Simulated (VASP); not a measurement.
# Cd (Fm-3m) in VASP: a series of runs, part 2 of 2

VASP 6.6.1. The steps go on from the part before.

## (6) Relaxation of cell and atoms, LDA

This run uses another cell than the first one, of 21.59 Å³/atom.

File INCAR:

```
SYSTEM = Cd
PREC     = Accurate       ! precision mode
ENCUT    = 500            ! plane-wave cutoff, eV
EDIFF    = 1E-7           ! SCF threshold, eV
ISMEAR   = 0              ! smearing method
SIGMA    = 0.05           ! smearing width, eV
LREAL    = .False.        ! projectors in reciprocal space
LASPH    = .True.         ! aspherical terms in the spheres
NELM     = 120            ! most SCF steps
ALGO     = Normal         ! electronic algorithm
ISIF     = 3              ! what is computed and relaxed
LWAVE    = .False.        ! write WAVECAR
LCHARG   = .False.        ! write CHGCAR
IBRION   = 2              ! ionic algorithm
NSW      = 60             ! ionic steps
EDIFFG   = -0.02          ! ionic threshold
GGA_COMPAT= .False.      
NELMIN   = 4
```

File KPOINTS:

```
regular mesh
0
Gamma
  18 18 18
  0 0 0
```

File POSCAR:

```
Cd
1.0
    0.0000000000      2.2100000000      2.2100000000
    2.2100000000      0.0000000000      2.2100000000
    2.2100000000      2.2100000000      0.0000000000
Cd
1
Direct
    0.0000000000      0.0000000000      0.0000000000
```

Potentials or basis: VASP PAW LDA potentials, release 64 (Cd).

The run is started by

```console
cat potpaw_LDA.64/Cd/POTCAR > POTCAR
mpirun -np 1 vasp_std > vasp.out
```

OUTCAR:

```text
SYSTEM = Cd
   PREC = Accurate
   ENCUT = 500
   EDIFF = 1E-7
   ISMEAR = 0
   LREAL = .False.
   LASPH = .True.
   NELM = 120
   ISIF = 3
   IBRION = 2
   NSW = 60
   EDIFFG = -0.02
   NELMIN = 4

 ion  position               nearest neighbor table
   1  0.000  0.000  0.000-

  LATTYP: Found a face centered cubic cell.
 ALAT       =     4.4200000000

  Lattice vectors:

 A1 = (   0.0000000000,   2.2100000000,   2.2100000000)
 A2 = (   2.2100000000,   0.0000000000,   2.2100000000)
 A3 = (   2.2100000000,   2.2100000000,   0.0000000000)

Analysis of symmetry for initial positions (statically):
=====================================================================
 Subroutine PRICEL returns:
 Original cell was already a primitive cell.

 Routine SETGRP: Setting up the symmetry group for a
 face centered cubic supercell.

 Subroutine GETGRP returns: Found 48 space group operations
 (whereof 48 operations were pure point group operations)
 out of a pool of 48 trial point group operations.

The static configuration has the point symmetry O_h .

Analysis of symmetry for dynamics (positions and initial velocities):
=====================================================================
 Subroutine PRICEL returns:
 Original cell was already a primitive cell.

 Routine SETGRP: Setting up the symmetry group for a
 face centered cubic supercell.

 Subroutine GETGRP returns: Found 48 space group operations
 (whereof 48 operations were pure point group operations)
 out of a pool of 48 trial point group operations.

The dynamic configuration has the point symmetry O_h .

 Subroutine INISYM returns: Found 48 space group operations
[... 120 lines left out ...]
   GGA     = CA    functional components
   LHFCALC =     F    Hartree Fock is set to
   AEXX    =    0.0000 exact exchange contribution
   IVDW    =     0    specifies the selected vdW correction
   LEPSILON=     F    determine dielectric tensor
   LRPA    =     F    only Hartree local field effects (RPA)
 conjugate gradient relaxation of ions
 non-spin polarized calculation
 Gauss-broadening in eV      SIGMA  =   0.05
  energy-cutoff  :      500.00
  volume of cell :       21.59
 maximum number of plane-waves:       568
   NGX = 11   NGY = 11   NGZ = 11

--------------------------------------- Ionic step        1  -------------------------------------------

 number of electron      12.0000005 magnetization

 Free energy of the ion-electron system (eV)
  ---------------------------------------------------
  ext. energy  EPLUGINS =         0.00000000
  ---------------------------------------------------
  free energy    TOTEN  =        -1.48439661 eV

  energy without entropy =       -1.48404243  energy(sigma->0) =       -1.48421952

------------------------ aborting loop because EDIFF is reached ----------------------------------------

  FORCE on cell =-STRESS in cart. coord.  units (eV):
  Direction    XX          YY          ZZ          XY          YZ          ZX
  --------------------------------------------------------------------------------------
  -------------------------------------------------------------------------------------
  Total       -0.5338497     -0.5338497     -0.5338497      0.0000000      0.0000000     -0.0000000
  in kB      -39.6207537    -39.6207537    -39.6207537      0.0000000      0.0000000     -0.0000000
  external PRESSURE =     -39.6207537 kB  Pullay stress =       0.0000000 kB
[... 57 lines left out ...]
--------------------------------------- Ionic step        3  -------------------------------------------

 number of electron      11.9999996 magnetization

 Free energy of the ion-electron system (eV)
  ---------------------------------------------------
  ext. energy  EPLUGINS =         0.00000000
  ---------------------------------------------------
  free energy    TOTEN  =        -1.50430432 eV

  energy without entropy =       -1.50424799  energy(sigma->0) =       -1.50427616

 E-fermi :   3.1572     XC(G=0): -11.7658

 val. band max:        3.0994691059   @ k =   0.4444   0.0000   0.0000
 cond. band min:       3.2320928920   @ k =  -0.3889   0.3889   0.0556
 fundamental gap:      0.1326237861
 Fermi energy:         3.1571984837

 k-point     1 :       0.0000    0.0000    0.0000
  band No.  band energies     occupation
      1      -6.2365      2.00000
      2      -6.1025      2.00000
      3      -6.1025      2.00000
      4      -6.1025      2.00000
      5      -5.5515      2.00000
      6      -5.5515      2.00000
      7      17.4809      0.00000
      8      18.8993      0.00000
      9      18.8993      0.00000
     10      18.8993      0.00000
[... 287 lines left out ...]
 k-point    24 :      -0.2222    0.0556    0.0000
  band No.  band energies     occupation
      1      -6.3941      2.00000
      2      -5.9890      2.00000
      3      -5.9605      2.00000
      4      -5.5534      2.00000
      5      -5.4724      2.00000
      6      -4.3310      2.00000
      7      10.2573      0.00000
      8      15.5501      0.00000
      9      18.2219      0.00000
     10      18.7716      0.00000

 [... further k-points ...]
[... 5 lines left out ...]
  --------------------------------------------------------------------------------------
  -------------------------------------------------------------------------------------
  Total        0.0023792      0.0023792      0.0023792     -0.0000000      0.0000000      0.0000000
  in kB        0.1895654      0.1895654      0.1895654     -0.0000000      0.0000000      0.0000000
  external PRESSURE =       0.1895654 kB  Pullay stress =       0.0000000 kB
[... 16 lines left out ...]
  FREE ENERGIE OF THE ION-ELECTRON SYSTEM (eV)
  ---------------------------------------------------
  free  energy   TOTEN  =        -1.5043043181 eV

  energy  without entropy=       -1.5042479947  energy(sigma->0) =       -1.50427616

 reached required accuracy - stopping structural energy minimisation
```

OSZICAR:

```text
N       E                     dE             d eps       ncg     rms          rms(c)
DAV:   1     0.653760195459E+02    0.65376E+02   -0.70158E+03  4164   0.116E+03
DAV:   2    -0.493049208807E+00   -0.65869E+02   -0.62936E+02  4042   0.257E+02
[... 21 lines left out ...]
DAV:   1    -0.151263244910E+01   -0.85821E-02   -0.17042E-01  4222   0.641E+00    0.670E-01
DAV:   2    -0.150488863828E+01    0.77438E-02   -0.24187E-02  4226   0.242E+00    0.214E-01
DAV:   3    -0.150439552127E+01    0.49312E-03   -0.12214E-03  4330   0.480E-01    0.172E-01
DAV:   4    -0.150430395379E+01    0.91567E-04   -0.74444E-05  4120   0.916E-02    0.985E-03
DAV:   5    -0.150430419814E+01   -0.24435E-06   -0.22213E-06  4494   0.178E-02    0.435E-03
DAV:   6    -0.150430431767E+01   -0.11953E-06   -0.13262E-07  3850   0.442E-03    0.366E-04
DAV:   7    -0.150430431805E+01   -0.38153E-09   -0.22725E-09  1976   0.618E-04
   3 F= -.15043043E+01 E0= -.15042762E+01  d E =-.199077E-01
```

It took 20 s on 1 thread of Intel Xeon 6975P-C (Granite Rapids), shared host; peak memory 0.16 GiB.

What came out:

```yaml
Free_energy: -1.5043 eV
Relaxed_volume: 20.11 Å³/atom
Relaxed_cell: a = 3.052 Å, b = 3.052 Å, c = 3.052 Å, α = 60.00°, β = 60.00°, γ = 60.00°
Space_group_after_relaxing_to_0.1_Å: Fm-3m (No. 225)
Energy_gained_by_relaxing: 19.9 meV/atom
Ionic_steps: 3
Pressure_after_relaxing: 0.0 GPa
Band_gap_on_the_k_mesh: zero (bands 6 and 7 overlap by 2.77 eV)
```

Step by step:
```
step  energy change (eV)  largest force (eV/Å)  pressure (GPa)  volume (Å³)
   1              0.0000                0.0000           -3.96        21.59
   2             -0.0197                0.0000            0.52        19.96
   3             -0.0199                0.0000            0.02        20.11
```

Final structure:
```
Cd
1.0
     0.00000    2.15833    2.15833
     2.15833    0.00000    2.15833
     2.15833    2.15833    0.00000
Cd
1
Direct
  0.00000 0.00000 0.00000
```

## (7) Summary

| task | cell | gap on the mesh (eV) | pressure (GPa) |
| --- | --- | --- | --- |
| single point | a = 2.870 Å, angles 60.0°, 1 atom | none | 21.5 |
| single point | a = 2.938 Å, angles 60.0°, 1 atom | none | 11.0 |
| single point | a = 2.984 Å, angles 60.0°, 1 atom | none | 5.9 |
| single point | a = 3.043 Å, angles 60.0°, 1 atom | none | 0.6 |
| relaxation of cell and atoms | relaxed from a = 3.125 Å, angles 60.0°, 1 atom | none | 0.0 |

Alike in all rows: level LDA; potentials or basis VASP PAW LDA potentials, release 64 (Cd); no spin polarisation; k mesh 18 × 18 × 18; cutoff (eV) 500; smearing gaussian 0.05 eV.

Caveats: the cell stands under pressure (at least some runs).

Total energies depend on the potentials used, so only differences within one code and one set of settings carry meaning.
